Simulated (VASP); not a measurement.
# BaTe (Fm-3m) in VASP: further runs

BaTe is run at these levels: LDA, PBEsol, PBE0; tasks: single point.

Everything below comes from runs of VASP 6.6.1. Logs are shortened: lines on timing, memory, paths and dates and some standing lists are left out, and cuts for length are marked.

## 1. The cell of the first run

The structure is cubic, space group Fm-3m (No. 225). The conventional cell has a = 6.954 Å, b = 6.954 Å, c = 6.954 Å, α = 90.00°, β = 90.00°, γ = 90.00°. Within 4.6 Å of Ba (site symmetry m-3m) lie 6 Te at 3.48 Å. Within 4.6 Å of Te (site symmetry m-3m) lie 6 Ba at 3.48 Å.

## 2. Single point, LDA (42.03 Å³/atom)

INCAR reads:

```
SYSTEM = BaTe
PREC = Accurate
ENCUT = 520
EDIFF = 1E-6
ISMEAR = -1
SIGMA = 0.05
LREAL = .FALSE.
LASPH = .TRUE.
NELM = 80
ALGO = Normal
ISIF = 2
LWAVE = .FALSE.
LCHARG = .TRUE.
LELF = .TRUE.
LVHAR = .TRUE.
NBANDS = 15
```

KPOINTS reads:

```
regular mesh
0
G
  7 7 7
  0 0 0
```

POSCAR reads:

```
BaTe
1.0
    0.0000000000      3.4768797245      3.4768797245
    3.4768797245      0.0000000000      3.4768797245
    3.4768797245      3.4768797245      0.0000000000
Ba Te
1 1
Direct
    0.0000000000      0.0000000000      0.0000000000
    0.5000000000      0.5000000000      0.5000000000
```

Potentials or basis: VASP PAW LDA potentials, release 64 (Ba_sv, Te).

Launch:

```bash
$ cat potpaw_LDA.64/Ba_sv/POTCAR potpaw_LDA.64/Te/POTCAR > POTCAR
$ mpirun -np 1 vasp_std > vasp.out
```

OUTCAR:

```text
SYSTEM = BaTe
   PREC = Accurate
   ENCUT = 520
   EDIFF = 1E-6
   ISMEAR = -1
   LREAL = .FALSE.
   LASPH = .TRUE.
   NELM = 80
   ISIF = 2

 ion  position               nearest neighbor table
   1  0.000  0.000  0.000-   2 3.48   2 3.48   2 3.48   2 3.48   2 3.48   2 3.48
   2  0.500  0.500  0.500-   1 3.48   1 3.48   1 3.48   1 3.48   1 3.48   1 3.48

  LATTYP: Found a face centered cubic cell.
 ALAT       =     6.9537594490

  Lattice vectors:

 A1 = (   0.0000000000,   3.4768797245,   3.4768797245)
 A2 = (   3.4768797245,   0.0000000000,   3.4768797245)
 A3 = (   3.4768797245,   3.4768797245,   0.0000000000)

Analysis of symmetry for initial positions (statically):
=====================================================================
 Subroutine PRICEL returns:
 Original cell was already a primitive cell.

 Routine SETGRP: Setting up the symmetry group for a
 face centered cubic supercell.

 Subroutine GETGRP returns: Found 48 space group operations
 (whereof 48 operations were pure point group operations)
 out of a pool of 48 trial point group operations.

The static configuration has the point symmetry O_h .

Analysis of symmetry for dynamics (positions and initial velocities):
=====================================================================
 Subroutine PRICEL returns:
 Original cell was already a primitive cell.

 Routine SETGRP: Setting up the symmetry group for a
 face centered cubic supercell.

 Subroutine GETGRP returns: Found 48 space group operations
 (whereof 48 operations were pure point group operations)
 out of a pool of 48 trial point group operations.

The dynamic configuration has the point symmetry O_h .

 Subroutine INISYM returns: Found 48 space group operations
 (whereof 48 operations are pure point group operations),
 and found     1 'primitive' translations

----------------------------------------------------------------------------------------

                                     Primitive cell

  volume of cell :      84.0619

  direct lattice vectors                    reciprocal lattice vectors
     0.000000000  3.476879724  3.476879724    -0.143807103  0.143807103  0.143807103
     3.476879724  0.000000000  3.476879724     0.143807103 -0.143807103  0.143807103
     3.476879724  3.476879724  0.000000000     0.143807103  0.143807103 -0.143807103

  length of vectors
     4.917050461  4.917050461  4.917050461     0.249081209  0.249081209  0.249081209

  position of ions in fractional coordinates (direct lattice)
     0.000000000  0.000000000  0.000000000
     0.500000000  0.500000000  0.500000000

  ion indices of the primitive-cell ions
   primitive index   ion index
                 1           1
                 2           2

[... 80 lines left out ...]
   EFERMI =   0.00;   METHOD = LEGACY
   ISMEAR =    -1;   SIGMA  =   0.05  broadening in eV -4-tet -1-fermi 0-gaus
   EFERMI_NEDOS =   21; number of points for ismear=-14 and -15
   IALGO  =     38    algorithm
   IMIX   =      4    mixing-type and parameters
     AMIX     =   0.40;   BMIX     =  1.00
     AMIX_MAG =   1.60;   BMIX_MAG =  1.00
  volume/ion in A,a.u.               =      42.03       283.64
  Fermi-wavevector in a.u.,A,eV,Ry     =   0.941706  1.779566 12.065775  0.886809
  Thomas-Fermi vector in A             =   2.069243
   LORBIT       =      0    0 simple, 1 ext, 2 COOP (PROOUT), +10 PAW based schemes
   GGA     = CA    functional components
   LHFCALC =     F    Hartree Fock is set to
   AEXX    =    0.0000 exact exchange contribution
   IVDW    =     0    specifies the selected vdW correction
   LEPSILON=     F    determine dielectric tensor
   LRPA    =     F    only Hartree local field effects (RPA)
 non-spin polarized calculation
  energy-cutoff  :      520.00
  volume of cell :       84.06
 maximum number of plane-waves:      2281
 NGX is ok and might be reduce to    40
   NGX = 19   NGY = 19   NGZ = 19

 number of electron      16.0000000 magnetization

 Free energy of the ion-electron system (eV)
  ---------------------------------------------------
  ext. energy  EPLUGINS =         0.00000000
  ---------------------------------------------------
  free energy    TOTEN  =        -9.60632908 eV

  energy without entropy =       -9.60632905  energy(sigma->0) =       -9.60632907

 E-fermi :   2.8974     XC(G=0):  -8.6193

 val. band max:        2.2128627021   @ k =   0.0000   0.0000   0.0000
 cond. band min:       3.6097993910   @ k =   0.4286   0.4286   0.0000
 fundamental gap:      1.3969366888
 Fermi energy:         2.8973745783

 k-point     1 :       0.0000    0.0000    0.0000
  band No.  band energies     occupation
      1     -24.6865      2.00000
      2      -9.8614      2.00000
      3      -9.8614      2.00000
      4      -9.8614      2.00000
      5      -7.4390      2.00000
      6       2.2129      2.00000
      7       2.2129      2.00000
      8       2.2129      2.00000
      9       4.9812      0.00000
     10       5.0095      0.00000
     11       5.0095      0.00000
     12       5.0095      0.00000
     13       5.6992      0.00000
     14       5.6992      0.00000
[... 329 lines left out ...]
      2     -10.0991      2.00000
      3     -10.0368      2.00000
      4      -9.9560      2.00000
      5      -6.9699      2.00000
      6       0.7741      2.00000
      7       1.1900      2.00000
      8       1.2822      2.00000
      9       5.2565      0.00000
     10       6.1050      0.00000
     11       7.1654      0.00000
     12       7.4925      0.00000
     13       7.7519      0.00000
     14       9.6030      0.00000
     15      10.4072      0.00000

------------------------ aborting loop because EDIFF is reached ----------------------------------------

  FORCE on cell =-STRESS in cart. coord.  units (eV):
  Direction    XX          YY          ZZ          XY          YZ          ZX
  --------------------------------------------------------------------------------------
  -------------------------------------------------------------------------------------
  Total       -0.4369661     -0.4369661     -0.4369661      0.0000000      0.0000000     -0.0000000
  in kB       -8.3283573     -8.3283573     -8.3283573      0.0000000      0.0000000     -0.0000000
  external PRESSURE =      -8.3283573 kB  Pullay stress =       0.0000000 kB

 VOLUME and BASIS-vectors are now :
 -----------------------------------------------------------------------------
  energy-cutoff  :      520.00
  volume of cell :       84.06
      direct lattice vectors                 reciprocal lattice vectors
     0.000000000  3.476879724  3.476879724    -0.143807103  0.143807103  0.143807103
     3.476879724  0.000000000  3.476879724     0.143807103 -0.143807103  0.143807103
     3.476879724  3.476879724  0.000000000     0.143807103  0.143807103 -0.143807103

 POSITION                                       TOTAL-FORCE (eV/Angst)
 -----------------------------------------------------------------------------------
      0.00000      0.00000      0.00000         0.000000      0.000000      0.000000
      3.47688      3.47688      3.47688        -0.000000     -0.000000     -0.000000
 -----------------------------------------------------------------------------------
    total drift:                                0.000000     -0.000000     -0.000000

  FREE ENERGIE OF THE ION-ELECTRON SYSTEM (eV)
  ---------------------------------------------------
  free  energy   TOTEN  =        -9.6063290833 eV

  energy  without entropy=       -9.6063290486  energy(sigma->0) =       -9.60632907
```

OSZICAR:

```text
N       E                     dE             d eps       ncg     rms          rms(c)
DAV:   1     0.841885508584E+02    0.84189E+02   -0.63860E+03   600   0.901E+02
DAV:   2    -0.427799336360E+01   -0.88467E+02   -0.80833E+02   846   0.156E+02
DAV:   3    -0.963857508789E+01   -0.53606E+01   -0.53213E+01   779   0.413E+01
DAV:   4    -0.976552646782E+01   -0.12695E+00   -0.12691E+00   870   0.660E+00
DAV:   5    -0.976787238599E+01   -0.23459E-02   -0.23458E-02   826   0.718E-01    0.389E+00
DAV:   6    -0.962848883306E+01    0.13938E+00   -0.13092E-01   726   0.178E+00    0.251E+00
DAV:   7    -0.960703021546E+01    0.21459E-01   -0.86142E-02   705   0.148E+00    0.754E-01
DAV:   8    -0.960631645905E+01    0.71376E-03   -0.11236E-02   684   0.570E-01    0.164E-01
DAV:   9    -0.960637512512E+01   -0.58666E-04   -0.81025E-04   733   0.175E-01    0.537E-02
DAV:  10    -0.960632607491E+01    0.49050E-04   -0.12205E-04   768   0.695E-02    0.158E-02
DAV:  11    -0.960633182103E+01   -0.57461E-05   -0.40194E-05   692   0.312E-02    0.159E-02
DAV:  12    -0.960632902428E+01    0.27967E-05   -0.93222E-06   712   0.160E-02    0.130E-03
DAV:  13    -0.960632908328E+01   -0.59001E-07   -0.36818E-07   440   0.344E-03
   1 F= -.96063291E+01 E0= -.96063291E+01  d E =-.346746E-07
```

Run time: 23 s. Hardware: 1 thread of Intel Xeon Platinum 8488C (Sapphire Rapids), shared host; peak memory 0.2 GiB.

What came out:

```
Free energy            : -9.6063 eV
Pressure               : -0.8 GPa
Band gap on the k mesh : 1.40 eV (least direct gap 1.78 eV)
```

Levels at points of the mesh, in eV from the valence-band top:
| k point | band 5 | band 6 | band 7 | band 8 | band 9 | band 10 | band 11 | band 12 |
| --- | --- | --- | --- | --- | --- | --- | --- | --- |
| (0.00, 0.00, 0.00) | -9.65 | 0.00 | 0.00 | 0.00 | 2.77 | 2.80 | 2.80 | 2.80 |

Caveat: spin-orbit coupling is left out, which moves the levels of the heavy elements; an odd mesh through Γ misses points on the zone boundary, where band edges can lie.

## 3. Single point, PBEsol (42.03 Å³/atom)

INCAR reads:

```
  ALGO = Normal
  EDIFF = 1E-6
  ENCUT = 520
  GGA = PS
  ISIF = 2
  ISMEAR = -1
  LASPH = True
  LCHARG = False
  LREAL = False
  LWAVE = False
  NBANDS = 15
  NELM = 100
  PREC = Accurate
  SIGMA = 0.05
```

KPOINTS reads:

```
k-points
0
Gamma
  7 7 7
```

POSCAR is that of step 2.

Potentials or basis: VASP PAW PBE potentials, release 64 (Ba_sv, Te).

Launch:

```bash
$ cat potpaw_PBE.64/Ba_sv/POTCAR potpaw_PBE.64/Te/POTCAR > POTCAR
$ mpirun -np 1 vasp_std > vasp.out
```

Wall time 25 s (1 thread of Intel Xeon Platinum 8488C (Sapphire Rapids), shared host); peak memory 0.23 GiB.

The run converged. Its results:

```
Free energy            : -9.1915 eV
Pressure               : 0.2 GPa
Band gap on the k mesh : 1.43 eV (least direct gap 1.82 eV)
```

Levels at points of the mesh, in eV from the valence-band top:
```tsv
k point	band 5	band 6	band 7	band 8	band 9	band 10	band 11	band 12
(0.00, 0.00, 0.00)	-9.62	0.00	0.00	0.00	2.83	2.85	2.85	2.85
```

Caveat: the PAW data sets were made with another functional, which shifts forces and pressure a little; spin-orbit coupling is left out, which moves the levels of the heavy elements; an odd mesh through Γ misses points on the zone boundary, where band edges can lie.

## 4. Single point, PBE0

This run uses another cell than the first one, of 41.24 Å³/atom.

POSCAR reads:

```
BaTe
1.0
    0.0000000000      3.4548735670      3.4548735670
    3.4548735670      0.0000000000      3.4548735670
    3.4548735670      3.4548735670      0.0000000000
Ba Te
1 1
Direct
    0.0000000000      0.0000000000      0.0000000000
    0.5000000000      0.5000000000      0.5000000000
```

INCAR.step1 reads:

```
SYSTEM = BaTe
ALGO = Normal
EDIFF = 1E-5
ENCUT = 520
GGA = PE
ISIF = 2
ISMEAR = -1
LASPH = .TRUE.
LREAL = .FALSE.
LWAVE = .TRUE.
NBANDS = 15
NELM = 60
PREC = Accurate
SIGMA = 0.05
```

INCAR.step2 reads:

```
SYSTEM = BaTe
AEXX = 0.25
ALGO = Normal
EDIFF = 1E-6
ENCUT = 520
GGA = PE
ISIF = 2
ISMEAR = -1
ISTART = 1
LASPH = .TRUE.
LCHARG = .TRUE.
LELF = .TRUE.
LHFCALC = .TRUE.
LREAL = .FALSE.
LVHAR = .TRUE.
LWAVE = .FALSE.
NBANDS = 15
NELM = 60
PREC = Accurate
PRECFOCK = Normal
SIGMA = 0.05
```

KPOINTS reads:

```
k-points
0
G
  4 4 4
  0 0 0
```

Launch:

```bash
$ cat potpaw_PBE.64/Ba_sv/POTCAR potpaw_PBE.64/Te/POTCAR > POTCAR
$ cp INCAR.step1 INCAR
$ mpirun -np 1 vasp_std > vasp.out
$ cp INCAR.step2 INCAR
$ mpirun -np 1 vasp_std > vasp.out
```

Wall time 8.7 min (1 thread of AMD EPYC 7R43 (Zen 3), shared host); peak memory 0.19 GiB.

The run converged. Its results:

```
Free energy            : -10.3357 eV
Pressure               : 2.2 GPa
Band gap on the k mesh : 2.82 eV (least direct gap 3.27 eV)
```

Levels at points of the mesh, in eV from the valence-band top:
```
           k point  band 5  band 6  band 7  band 8  band 9  band 10  band 11  band 12
(0.00, 0.00, 0.00)  -10.56    0.00    0.00    0.00    4.45     4.45     4.45     4.49
(0.50, 0.00, 0.00)   -9.54   -2.60   -1.31   -1.31    5.66     6.58     6.76     6.76
(0.50, 0.50, 0.00)  -10.29   -1.32   -0.44   -0.44    2.82     6.15     6.39     7.53
```

Caveat: the PAW data sets were made with another functional, which shifts forces and pressure a little; spin-orbit coupling is left out, which moves the levels of the heavy elements.

## 5. Single point, PBE0

POSCAR reads:

```
BaTe
1.0
    0.0000000000      3.4768797245      3.4768797245
    3.4768797245      0.0000000000      3.4768797245
    3.4768797245      3.4768797245      0.0000000000
Ba Te
1 1
Direct
    0.0000000000      0.0000000000      0.0000000000
    0.5000000000      0.5000000000      0.5000000000
```

INCAR.step1 reads:

```
SYSTEM = BaTe
PREC = Accurate ; ENCUT = 520
EDIFF = 1E-5 ; ISMEAR = -1
SIGMA = 0.05 ; LREAL = .False.
LASPH = .True. ; NELM = 60
ALGO = Normal ; ISIF = 2
LWAVE = .True. ; LCHARG = .False.
GGA = PE ; NBANDS = 15
```

INCAR.step2 reads:

```
SYSTEM = BaTe
PREC = Accurate ; ENCUT = 520
EDIFF = 1E-6 ; ISMEAR = -1
SIGMA = 0.05 ; LREAL = .False.
LASPH = .True. ; NELM = 60
ALGO = Normal ; ISIF = 2
LWAVE = .False. ; LCHARG = .False.
GGA = PE ; LHFCALC = .True.
AEXX = 0.25 ; PRECFOCK = Normal
ISTART = 1 ; NBANDS = 15
```

KPOINTS reads:

```
regular mesh
0
Gamma
  4 4 4
  0 0 0
```

Launch:

```bash
$ cat potpaw_PBE.64/Ba_sv/POTCAR potpaw_PBE.64/Te/POTCAR > POTCAR
$ cp INCAR.step1 INCAR
$ mpirun -np 1 vasp_std > vasp.out
$ cp INCAR.step2 INCAR
$ mpirun -np 1 vasp_std > vasp.out
```

Run time: 11 min. Hardware: 1 thread of AMD EPYC 7R43 (Zen 3), shared host; peak memory 0.21 GiB.

Results (log left out):

| Quantity | Value |
| --- | --- |
| Free energy | -10.3543 eV |
| Pressure | 1.5 GPa |
| Band gap on the k mesh | 2.87 eV (least direct gap 3.31 eV) |

Levels at points of the mesh, in eV from the valence-band top:
| k point | band 6 | band 7 | band 8 | band 9 | band 10 | band 11 |
| --- | --- | --- | --- | --- | --- | --- |
| (0.00, 0.00, 0.00) | 0.00 | 0.00 | 0.00 | 4.40 | 4.47 | 4.47 |
| (0.50, 0.00, 0.00) | -2.54 | -1.27 | -1.27 | 5.63 | 6.53 | 6.72 |
| (0.50, 0.50, 0.00) | -1.32 | -0.44 | -0.44 | 2.87 | 6.13 | 6.30 |

Caveat: the PAW data sets were made with another functional, which shifts forces and pressure a little; spin-orbit coupling is left out, which moves the levels of the heavy elements.

## 6. Single point, PBE0

This run uses another cell than the first one, of 37.27 Å³/atom.

POSCAR reads:

```
BaTe
1.0
    0.0000000000      3.3403886307      3.3403886307
    3.3403886307      0.0000000000      3.3403886307
    3.3403886307      3.3403886307      0.0000000000
Ba Te
1 1
Direct
    0.0000000000      0.0000000000      0.0000000000
    0.5000000000      0.5000000000      0.5000000000
```

INCAR.step1 reads:

```
SYSTEM = BaTe
  ALGO = Normal
  EDIFF = 1E-5
  ENCUT = 520
  GGA = PE
  ISIF = 2
  ISMEAR = -1
  LASPH = .TRUE.
  LCHARG = .FALSE.
  LREAL = .FALSE.
  LWAVE = .TRUE.
  NBANDS = 15
  NELM = 60
  PREC = Accurate
  SIGMA = 0.05
```

INCAR.step2 reads:

```
SYSTEM = BaTe
  AEXX = 0.25
  ALGO = Normal
  EDIFF = 1E-6
  ENCUT = 520
  GGA = PE
  ISIF = 2
  ISMEAR = -1
  ISTART = 1
  LASPH = .TRUE.
  LCHARG = .FALSE.
  LHFCALC = .TRUE.
  LREAL = .FALSE.
  LWAVE = .FALSE.
  NBANDS = 15
  NELM = 60
  PREC = Accurate
  PRECFOCK = Normal
  SIGMA = 0.05
```

KPOINTS reads:

```
k-points
0
G
  4 4 4
  0 0 0
```

Potentials or basis: VASP PAW PBE potentials, release 64 (Ba_sv, Te).

Launch:

```bash
$ cat potpaw_PBE.64/Ba_sv/POTCAR potpaw_PBE.64/Te/POTCAR > POTCAR
$ cp INCAR.step1 INCAR
$ mpirun -np 1 vasp_std > vasp.out
$ cp INCAR.step2 INCAR
$ mpirun -np 1 vasp_std > vasp.out
```

It took 14 min on 1 thread of Intel Xeon 8259CL, shared host; peak memory 0.22 GiB.

The run converged. Its results:

| Property | Result |
| --- | --- |
| Free energy | -10.1109 eV |
| Pressure | 7.2 GPa |
| Band gap on the k mesh | 2.53 eV (least direct gap 2.96 eV) |

Levels at points of the mesh, in eV from the valence-band top:
```
           k point  band 6  band 7  band 8  band 9  band 10  band 11
(0.00, 0.00, 0.00)    0.00    0.00    0.00    4.34     4.34     4.34
(0.50, 0.00, 0.00)   -2.94   -1.58   -1.58    5.79     6.83     6.96
(0.50, 0.50, 0.00)   -1.32   -0.43   -0.43    2.53     6.30     6.89
```

Caveat: the cell stands under pressure; the PAW data sets were made with another functional, which shifts forces and pressure a little; spin-orbit coupling is left out, which moves the levels of the heavy elements.

## 7. Overview

```tsv
level	potentials or basis	cell	k mesh	grid for exact exchange (PRECFOCK)	share of exact exchange	gap on the mesh (eV)	pressure (GPa)
LDA	VASP PAW LDA potentials, release 64 (Ba_sv, Te)	a = 4.917 Å, angles 60.0°, 2 atoms	7 × 7 × 7	-	-	1.40	-0.8
PBEsol	VASP PAW PBE potentials, release 64 (Ba_sv, Te)	a = 4.917 Å, angles 60.0°, 2 atoms	7 × 7 × 7	-	-	1.43	0.2
PBE0	VASP PAW PBE potentials, release 64 (Ba_sv, Te)	a = 4.886 Å, angles 60.0°, 2 atoms	4 × 4 × 4	Normal	0.25	2.82	2.2
PBE0	VASP PAW PBE potentials, release 64 (Ba_sv, Te)	a = 4.917 Å, angles 60.0°, 2 atoms	4 × 4 × 4	Normal	0.25	2.87	1.5
PBE0	VASP PAW PBE potentials, release 64 (Ba_sv, Te)	a = 4.724 Å, angles 60.0°, 2 atoms	4 × 4 × 4	Normal	0.25	2.53	7.2
```

Alike in all rows: task single point; no spin polarisation; cutoff (eV) 520; smearing fermi-dirac 0.05 eV.

Caveats: spin-orbit coupling is left out, which moves the levels of the heavy elements; the PAW data sets were made with another functional, which shifts forces and pressure a little (at least some runs); an odd mesh through Γ misses points on the zone boundary, where band edges can lie (at least some runs); the cell stands under pressure (at least some runs).

Absolute energies hang on the potentials; compare differences alone.
